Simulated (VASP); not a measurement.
Wanted: the native input for a VASP 6.6.1 run.

| Property | Result |
| --- | --- |
| Task | single point |
| Functional | r2SCAN |
| Potentials or basis | VASP PAW PBE potentials, release 64 (S, Ba_sv, Te) |
| Cutoff | 520 eV |
| k mesh | 4 × 4 × 4 |
| Occupations | gaussian, width 0.01 eV |
| Spin | no spin polarisation |
| Dipole correction | no |
| Further INCAR settings | ALGO = Normal; EDIFF = 1e-07; NBANDS = 24 |

Ba2TeS:

```
CELL_PARAMETERS angstrom
4.79268 0.00000 0.00000
0.00000 4.79268 0.00000
0.00000 0.00000 6.78397
ATOMIC_POSITIONS crystal
S 0.00000 0.00000 0.00000
Ba 0.00000 0.00000 0.50000
Ba 0.50000 0.50000 0.00000
Te 0.50000 0.50000 0.50000
```

These files were run (other wordings do the same):

POSCAR

```
Ba2TeS
1.0
    4.7926763280      0.0000000000      0.0000000000
    0.0000000000      4.7926763280      0.0000000000
    0.0000000000      0.0000000000      6.7839702381
S Ba Te
1 2 1
Direct
    0.0000000000      0.0000000000      0.0000000000
    0.0000000000      0.0000000000      0.5000000000
    0.5000000000      0.5000000000      0.0000000000
    0.5000000000      0.5000000000      0.5000000000
```

INCAR.step1

```
PREC     = Accurate       # precision mode
ENCUT    = 520            # plane-wave cutoff, eV
ISMEAR   = 0              # smearing method
SIGMA    = 0.01           # smearing width, eV
LREAL    = F              # projectors in reciprocal space
LASPH    = T              # aspherical terms in the spheres
NELM     = 80             # most SCF steps
NBANDS   = 24             # bands
GGA      = PE             # functional
ALGO     = Normal         # electronic algorithm
EDIFF    = 1E-4           # SCF threshold, eV
LWAVE    = T              # write WAVECAR
LCHARG   = F              # write CHGCAR
```

INCAR.step2

```
PREC     = Accurate       # precision mode
ENCUT    = 520            # plane-wave cutoff, eV
EDIFF    = 1E-7           # SCF threshold, eV
ISMEAR   = 0              # smearing method
SIGMA    = 0.01           # smearing width, eV
LREAL    = F              # projectors in reciprocal space
LASPH    = T              # aspherical terms in the spheres
NELM     = 80             # most SCF steps
ALGO     = Normal         # electronic algorithm
ISIF     = 2              # what is computed and relaxed
LWAVE    = F              # write WAVECAR
LCHARG   = F              # write CHGCAR
METAGGA  = R2SCAN         # meta-GGA
LMIXTAU  = T            
NBANDS   = 24             # bands
ISTART   = 1
```

KPOINTS

```
regular mesh
0
Gamma
  4 4 4
```

Potentials or basis: VASP PAW PBE potentials, release 64 (S, Ba_sv, Te).

The run is started by

```console
$ cat potpaw_PBE.64/S/POTCAR potpaw_PBE.64/Ba_sv/POTCAR potpaw_PBE.64/Te/POTCAR > POTCAR
$ cp INCAR.step1 INCAR
$ mpirun -np 1 vasp_std > vasp.out
$ cp INCAR.step2 INCAR
$ mpirun -np 1 vasp_std > vasp.out
```

Results of the run:

```
Pressure               : 0.4 GPa
Band gap on the k mesh : 2.06 eV
```

Caveat: the PAW data sets were made with another functional, which shifts forces and pressure a little; spin-orbit coupling is left out, which moves the levels of the heavy elements.

It took 6.8 min on 1 thread of Intel Xeon 8259CL, on a shared host, peak memory 0.3 GiB.
